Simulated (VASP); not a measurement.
# Ru in VASP: notebook

Ru is run at these levels: PBE; tasks: single point, relaxation of cell and atoms.

All numbers are computed with VASP 6.6.1; they aren't measurements. Logs are shortened: lines on timing, memory, paths and dates and some standing lists are left out, and cuts for length are marked.

## Step 1: The cell of the first run

The structure is tetragonal, space group I4/mmm (No. 139). Conventional cell: a = 3.229 Å, b = 3.229 Å, c = 2.734 Å, α = 90.00°, β = 90.00°, γ = 90.00°. Within 3.5 Å of Ru (site symmetry 4/mmm) lie 14 Ru at 2.66 to 3.23 Å.

## Step 2: Single point, PBE

The input, INCAR:

```
SYSTEM = Ru
PREC = Accurate
ENCUT = 520
EDIFF = 1E-6
ISMEAR = 0
SIGMA = 0.1
LREAL = .FALSE.
LASPH = .TRUE.
NELM = 100
ALGO = Normal
ISIF = 2
LWAVE = .FALSE.
LCHARG = .FALSE.
GGA = PE
NBANDS = 13
```

The input, KPOINTS:

```
regular mesh
0
G
  26 26 26
  0 0 0
```

The input, POSCAR:

```
Ru
1.0
   -1.6144014609      1.6144014609      1.3672248999
    1.6144014609     -1.6144014609      1.3672248999
    1.6144014609      1.6144014609     -1.3672248999
Ru
1
Direct
    0.5000000000      0.5000000000      0.0000000000
```

Potentials or basis: VASP PAW PBE potentials, release 64 (Ru_pv).

Started as:

```
$ cat potpaw_PBE.64/Ru_pv/POTCAR > POTCAR
$ mpirun -np 1 vasp_std > vasp.out
```

OUTCAR:

```text
SYSTEM = Ru
   PREC = Accurate
   ENCUT = 520
   EDIFF = 1E-6
   ISMEAR = 0
   LREAL = .FALSE.
   LASPH = .TRUE.
   NELM = 100
   ISIF = 2
   GGA = PE

 ion  position               nearest neighbor table
   1  0.500  0.500  0.000-

  LATTYP: Found a body centered tetragonal cell.
 ALAT       =     3.2288029218
 C/A-ratio  =     0.8468927544

  Lattice vectors:

 A1 = (  -1.6144014609,   1.6144014609,   1.3672248999)
 A2 = (   1.6144014609,  -1.6144014609,   1.3672248999)
 A3 = (   1.6144014609,   1.6144014609,  -1.3672248999)

Analysis of symmetry for initial positions (statically):
=====================================================================
 Subroutine PRICEL returns:
 Original cell was already a primitive cell.

 Routine SETGRP: Setting up the symmetry group for a
 body centered tetragonal supercell.

 Subroutine GETGRP returns: Found 16 space group operations
 (whereof 16 operations were pure point group operations)
 out of a pool of 16 trial point group operations.

The static configuration has the point symmetry D_4h.

Analysis of symmetry for dynamics (positions and initial velocities):
=====================================================================
 Subroutine PRICEL returns:
 Original cell was already a primitive cell.

 Routine SETGRP: Setting up the symmetry group for a
 body centered tetragonal supercell.

 Subroutine GETGRP returns: Found 16 space group operations
 (whereof 16 operations were pure point group operations)
 out of a pool of 16 trial point group operations.

The dynamic configuration has the point symmetry D_4h.

 Subroutine INISYM returns: Found 16 space group operations
 (whereof 16 operations are pure point group operations),
 and found     1 'primitive' translations

----------------------------------------------------------------------------------------

                                     Primitive cell

  volume of cell :      14.2535

  direct lattice vectors                    reciprocal lattice vectors
    -1.614401461  1.614401461  1.367224900     0.000000000  0.309712306  0.365704282
     1.614401461 -1.614401461  1.367224900     0.309712306  0.000000000  0.365704282
     1.614401461  1.614401461 -1.367224900     0.309712306  0.309712306  0.000000000

  length of vectors
     2.661181708  2.661181708  2.661181708     0.479229939  0.479229939  0.437999344

  position of ions in fractional coordinates (direct lattice)
     0.500000000  0.500000000  0.000000000

  ion indices of the primitive-cell ions
   primitive index   ion index
                 1           1

----------------------------------------------------------------------------------------

 KPOINTS: regular mesh

Automatic generation of k-mesh.
 Grid dimensions read from file:
 generate k-points for:   26   26   26

 Generating k-lattice:

  Cartesian coordinates                     Fractional coordinates (reciprocal lattice)
     0.000000000  0.011912012  0.014065549     0.038461538 -0.000000000  0.000000000
     0.011912012  0.000000000  0.014065549    -0.000000000  0.038461538  0.000000000
     0.011912012  0.011912012  0.000000000     0.000000000  0.000000000  0.038461538

  Length of vectors
     0.018431921  0.018431921  0.016846129

  Shift w.r.t. Gamma in fractional coordinates (k-lattice)
     0.000000000  0.000000000  0.000000000

 Subroutine IBZKPT returns following result:
 ===========================================

 Found   1330 irreducible k-points:

 Following reciprocal coordinates:
            Coordinates               Weight
  0.000000  0.000000  0.000000      1.000000
  0.038462 -0.000000  0.000000      8.000000
  0.076923 -0.000000  0.000000      8.000000
  0.115385 -0.000000  0.000000      8.000000
  0.153846 -0.000000  0.000000      8.000000
  0.192308 -0.000000  0.000000      8.000000
[... 16 lines left out ...]
  0.346154  0.038462  0.000000     16.000000
  0.384615  0.038462  0.000000     16.000000
 [... further k-points ...]
   k-points           NKPTS =   1330   k-points in BZ     NKDIM =   1330   number of bands    NBANDS=     13
   number of dos      NEDOS =    301   number of ions     NIONS =      1
   total plane-waves  NPLWV =   8000
   dimension x,y,z NGX =    20 NGY =   20 NGZ =   20
   dimension x,y,z NGXF=    40 NGYF=   40 NGZF=   40
   ions per type =               1
   NGX,Y,Z   is equivalent  to a cutoff of  12.49, 12.49, 12.49 a.u.
   NGXF,Y,Z  is equivalent  to a cutoff of  24.99, 24.99, 24.99 a.u.
 SYSTEM =  Ru
   PREC   = accura    normal or accurate (medium, high low for compatibility)
   ISTART =      0    job   : 0-new  1-cont  2-samecut
   ICHARG =      2    charge: 1-file 2-atom 10-const
   ISPIN  =      1    spin polarized calculation?
   LNONCOLLINEAR =      F non collinear calculations
   LSORBIT =      F    spin-orbit coupling
   LASPH  =      T    aspherical Exc in radial PAW
   ENCUT  =  520.0 eV  38.22 Ry    6.18 a.u.   4.95  4.95  4.95*2*pi/ulx,y,z
   NELM   =    100;   NELMIN=  2; NELMDL= -5     # of ELM steps
   EDIFF  = 0.1E-05   stopping-criterion for ELM
   LREAL  =      F    real-space projection
   EDIFFG = 0.1E-04   stopping-criterion for IOM
   NSW    =      0    number of steps for IOM
   IBRION =     -1    ionic relax: 0-MD 1-quasi-New 2-CG
   NFREE  =      0    steps in history (QN), initial steepest desc. (CG)
   ISIF   =      2    stress and relaxation
   ISYM   =      2    0-nonsym 1-usesym 2-fastsym
   POTIM  = 0.5000    time-step for ionic-motion
   TEBEG  =    0.0;   TEEND  =   0.0 temperature during run
   PSTRESS=    0.0 pullay stress
   NELECT =      14.0000    total number of electrons
   NUPDOWN=      -1.0000    fix difference up-down
   EMIN   =  10.00;   EMAX   =-10.00  energy-range for DOS
   EFERMI =   0.00;   METHOD = LEGACY
   ISMEAR =     0;   SIGMA  =   0.10  broadening in eV -4-tet -1-fermi 0-gaus
   EFERMI_NEDOS =   21; number of points for ismear=-14 and -15
   IALGO  =     38    algorithm
   IMIX   =      4    mixing-type and parameters
     AMIX     =   0.40;   BMIX     =  1.00
     AMIX_MAG =   1.60;   BMIX_MAG =  1.00
  volume/ion in A,a.u.               =      14.25        96.19
  Fermi-wavevector in a.u.,A,eV,Ry     =   1.627333  3.075214 36.031132  2.648214
  Thomas-Fermi vector in A             =   2.720146
   LORBIT       =      0    0 simple, 1 ext, 2 COOP (PROOUT), +10 PAW based schemes
   GGA     = PE    functional components
   LHFCALC =     F    Hartree Fock is set to
   AEXX    =    0.0000 exact exchange contribution
   IVDW    =     0    specifies the selected vdW correction
   LEPSILON=     F    determine dielectric tensor
   LRPA    =     F    only Hartree local field effects (RPA)
 non-spin polarized calculation
 Gauss-broadening in eV      SIGMA  =   0.10
  energy-cutoff  :      520.00
  volume of cell :       14.25
 maximum number of plane-waves:       396
   NGX =  9   NGY =  9   NGZ =  9

 number of electron      14.0000006 magnetization

 Free energy of the ion-electron system (eV)
  ---------------------------------------------------
  ext. energy  EPLUGINS =         0.00000000
  ---------------------------------------------------
  free energy    TOTEN  =        -8.68928926 eV

  energy without entropy =       -8.67518210  energy(sigma->0) =       -8.68223568

 E-fermi :  12.0420     XC(G=0): -13.7983

 val. band max:       12.0418044491   @ k =  -0.3846   0.4615   0.3462
 cond. band min:      12.0423440710   @ k =  -0.4615   0.3077   0.0769
 fundamental gap:      0.0005396219
 Fermi energy:        12.0419677157

 k-point     1 :       0.0000    0.0000    0.0000
  band No.  band energies     occupation
      1     -30.4448      2.00000
      2     -30.4448      2.00000
      3     -30.3526      2.00000
      4       4.2869      2.00000
      5       8.4288      2.00000
      6      10.2244      2.00000
      7      10.2244      2.00000
      8      10.6877      2.00000
      9      12.8267      0.00000
     10      22.7014      0.00000
     11      28.3299      0.00000
     12      28.3299      0.00000
     13      32.0861      0.00000

 k-point     2 :       0.0385   -0.0000    0.0000
  band No.  band energies     occupation
      1     -30.4512      2.00000
      2     -30.4493      2.00000
      3     -30.3625      2.00000
      4       4.3562      2.00000
      5       8.4514      2.00000
      6      10.2043      2.00000
      7      10.2148      2.00000
      8      10.7081      2.00000
      9      12.7895      0.00000
     10      22.7014      0.00000
     11      28.4250      0.00000
     12      28.4439      0.00000
     13      32.0106      0.00000

 k-point     3 :       0.0769   -0.0000    0.0000
  band No.  band energies     occupation
      1     -30.4754      2.00000
      2     -30.4627      2.00000
      3     -30.3857      2.00000
      4       4.5602      2.00000
      5       8.5057      2.00000
      6      10.1310      2.00000
      7      10.2029      2.00000
      8      10.7843      2.00000
      9      12.6879      0.00000
     10      22.7014      0.00000
     11      28.6919      0.00000
     12      28.7801      0.00000
     13      31.7638      0.00000
[... 305 lines left out ...]
 k-point    23 :       0.3462    0.0385    0.0000
  band No.  band energies     occupation
      1     -31.2010      2.00000
      2     -30.6997      2.00000
      3     -30.5045      2.00000
      4       6.4132      2.00000
      5       7.5397      2.00000
      6      11.3443      2.00000
      7      12.0237      1.20436
      8      13.2309      0.00000
      9      13.2846      0.00000
     10      22.7008      0.00000
     11      25.2583      0.00000
     12      27.0625      0.00000
     13      30.7700      0.00000

 k-point    24 :       0.3846    0.0385    0.0000
  band No.  band energies     occupation
      1     -31.2709      2.00000
      2     -30.7248      2.00000
      3     -30.5115      2.00000
      4       6.2851      2.00000
      5       7.3999      2.00000
      6      11.6200      2.00000
      7      12.5041      0.00000
      8      13.5324      0.00000
      9      13.9010      0.00000
     10      22.7002      0.00000
     11      24.2619      0.00000
     12      26.2682      0.00000
     13      29.8102      0.00000

 [... further k-points ...]
[... 5 lines left out ...]
  --------------------------------------------------------------------------------------
  -------------------------------------------------------------------------------------
  Total       -0.0099602     -0.0099602     -0.0118943      0.0000000      0.0000000      0.0000000
  in kB       -1.1195864     -1.1195864     -1.3369841      0.0000000      0.0000000      0.0000000
  external PRESSURE =      -1.1920523 kB  Pullay stress =       0.0000000 kB

 VOLUME and BASIS-vectors are now :
 -----------------------------------------------------------------------------
  energy-cutoff  :      520.00
  volume of cell :       14.25
      direct lattice vectors                 reciprocal lattice vectors
    -1.614401461  1.614401461  1.367224900     0.000000000  0.309712306  0.365704282
     1.614401461 -1.614401461  1.367224900     0.309712306  0.000000000  0.365704282
     1.614401461  1.614401461 -1.367224900     0.309712306  0.309712306  0.000000000

 POSITION                                       TOTAL-FORCE (eV/Angst)
 -----------------------------------------------------------------------------------
      0.00000      0.00000      1.36722        -0.000000      0.000000      0.000000
 -----------------------------------------------------------------------------------
    total drift:                               -0.000000     -0.000000      0.000000

  FREE ENERGIE OF THE ION-ELECTRON SYSTEM (eV)
  ---------------------------------------------------
  free  energy   TOTEN  =        -8.6892892560 eV

  energy  without entropy=       -8.6751821047  energy(sigma->0) =       -8.68223568
```

Wall time 2.9 min (1 thread of Intel Xeon Platinum 8375C at 2.90GHz (Ice Lake), shared host); peak memory 0.32 GiB.

What came out:

```yaml
Free_energy: -8.6893 eV
Pressure: -0.1 GPa
Band_gap_on_the_k_mesh: zero (band 7 reaches 13.80 eV, above the bottom of band 8 at 10.32 eV)
```

## Step 3: Relaxation of cell and atoms, PBE

The input, INCAR:

```
PREC = Accurate ; ENCUT = 600
EDIFF = 1E-6 ; ISMEAR = 0
SIGMA = 0.1 ; LREAL = False
LASPH = True ; NELM = 100
ALGO = Normal ; ISIF = 3
LWAVE = False ; LCHARG = False
GGA = PE ; IBRION = 2
NSW = 100 ; EDIFFG = -0.01
```

The input, KPOINTS:

```
Automatic mesh
0
Gamma
  26 26 26
```

The input, POSCAR:

```
Ru
1.0
   -1.6148603772      1.6148603772      1.3665915819
    1.6148603772     -1.6148603772      1.3665915819
    1.6148603772      1.6148603772     -1.3665915819
Ru
1
Direct
    0.5000000000      0.5000000000      0.0000000000
```

Potentials or basis: VASP PAW PBE potentials, release 64 (Ru_pv).

Started as:

```
$ cat potpaw_PBE.64/Ru_pv/POTCAR > POTCAR
$ mpirun -np 1 vasp_std > vasp.out
```

Wall time 9.7 min (1 thread of Intel Xeon Platinum 8375C at 2.90GHz (Ice Lake), shared host); peak memory 0.38 GiB.

The run converged. Its results:

| Property | Result |
| --- | --- |
| Free energy | -8.6894 eV |
| Relaxed volume | 14.25 Å³/atom |
| Relaxed cell | a = 2.661 Å, b = 2.661 Å, c = 2.661 Å, α = 105.29°, β = 105.29°, γ = 118.20° |
| Space group after relaxing (to 0.05 Å) | I4/mmm (No. 139) |
| Energy gained by relaxing | 0.0 meV/atom |
| Ionic steps | 5 |
| Pressure after relaxing | 0.0 GPa |
| Band gap on the k mesh | zero (band 7 reaches 13.81 eV, above the bottom of band 8 at 10.33 eV) |

Stress tensor (GPa, compression positive):
```
-0.03  0.00  0.00
 0.00 -0.03  0.00
 0.00  0.00  0.08
```

Final structure:
```
Ru
1.0
    -1.61454    1.61454    1.36653
     1.61454   -1.61454    1.36653
     1.61454    1.61454   -1.36653
Ru
1
Direct
  0.50000 0.50000 0.00000
```

Levels at points of the mesh, in eV from the Fermi level:
| k point | band 3 | band 4 | band 5 | band 6 | band 7 | band 8 | band 9 | band 10 | band 11 |
| --- | --- | --- | --- | --- | --- | --- | --- | --- | --- |
| (0.00, 0.00, 0.00) | -42.39 | -7.76 | -3.62 | -1.81 | -1.81 | -1.36 | 0.79 | 10.66 | 16.29 |
| (0.50, 0.00, 0.00) | -42.55 | -5.96 | -4.81 | -0.23 | 1.65 | 1.87 | 2.27 | 10.65 | 10.85 |
| (0.50, 0.50, 0.00) | -42.44 | -5.82 | -2.92 | -1.49 | -0.16 | 0.44 | 2.23 | 8.94 | 10.66 |
| (0.50, 0.50, 0.50) | -42.84 | -6.09 | -5.87 | 1.75 | 1.75 | 2.17 | 7.68 | 7.68 | 10.66 |

## Step 4: Single point, PBE

This run uses another cell than the first one: it holds 4 atoms, not 1.

The input, INCAR:

```
SYSTEM = Ru
PREC = Accurate ; ENCUT = 520
EDIFF = 1E-6 ; ISMEAR = 0
SIGMA = 0.1 ; LREAL = .False.
LASPH = .True. ; NELM = 100
ALGO = Normal ; ISIF = 2
LWAVE = .False. ; LCHARG = .False.
GGA = PE ; NBANDS = 36
```

The input, KPOINTS:

```
Automatic mesh
0
Gamma
  6 6 4
  0 0 0
```

The input, POSCAR:

```
Ru
1.0
    3.2297207543      0.0000000000      0.0000000000
    0.0000000000      3.2297207543      0.0000000000
    0.0000000000      0.0000000000      5.4663663275
Ru
4
Direct
    0.0000666338      0.5000182641      0.8750000000
    0.4999817359      0.0000666338      0.1250000000
    0.5000182641      0.9999333662      0.6250000000
    0.9999333662      0.4999817359      0.3750000000
```

Started as:

```
$ cat potpaw_PBE.64/Ru_pv/POTCAR > POTCAR
$ mpirun -np 1 vasp_std > vasp.out
```

Wall time 55 s (1 thread of Intel Xeon Platinum 8375C at 2.90GHz (Ice Lake), shared host); peak memory 0.18 GiB.

Results (log left out):

```
Free energy            : -34.7438 eV
Pressure               : 0.0 GPa
Band gap on the k mesh : zero (band 28 reaches 12.36 eV, above the bottom of band 29 at 11.02 eV)
```

Stress tensor (GPa, compression positive):
```
-0.06  0.00  0.00
 0.00 -0.06  0.00
 0.00  0.00  0.14
```

Levels at points of the mesh, in eV from the Fermi level:
```csv
k point,band 25,band 26,band 27,band 28,band 29,band 30,band 31,band 32
"(0.00, 0.00, 0.00)",-1.81,-1.81,-1.36,-1.02,-1.02,0.79,1.75,1.75
"(0.50, 0.00, 0.00)",-0.23,-0.23,-0.22,-0.22,0.91,0.91,1.65,1.65
"(0.50, 0.50, 0.00)",-0.16,-0.16,0.09,0.09,0.44,0.44,0.97,0.97
"(0.00, 0.00, 0.50)",-0.66,-0.66,-0.66,-0.66,-0.38,-0.38,0.09,0.09
"(0.50, 0.00, 0.50)",-0.46,-0.46,-0.46,-0.46,1.35,1.35,1.35,1.35
"(0.50, 0.50, 0.50)",-0.57,-0.57,-0.57,-0.57,-0.03,-0.03,-0.03,-0.03
```

## Step 5: Summary

```csv
task,cell,k mesh,cutoff (eV),gap on the mesh (eV),pressure (GPa)
single point,"a = 2.661 Å, angles 105.3, 105.3, 118.2°, 1 atom",26 × 26 × 26,520,none,-0.1
relaxation of cell and atoms,"relaxed from a = 2.661 Å, angles 105.3, 105.3, 118.2°, 1 atom",26 × 26 × 26,600,none,0.0
single point,"a = 3.230, b = 3.230, c = 5.466 Å, 4 atoms",6 × 6 × 4,520,none,0.0
```

Alike in all rows: level PBE; potentials or basis VASP PAW PBE potentials, release 64 (Ru_pv); no spin polarisation; smearing gaussian 0.1 eV.

Total energies depend on the potentials used, so only differences within one code and one set of settings carry meaning.
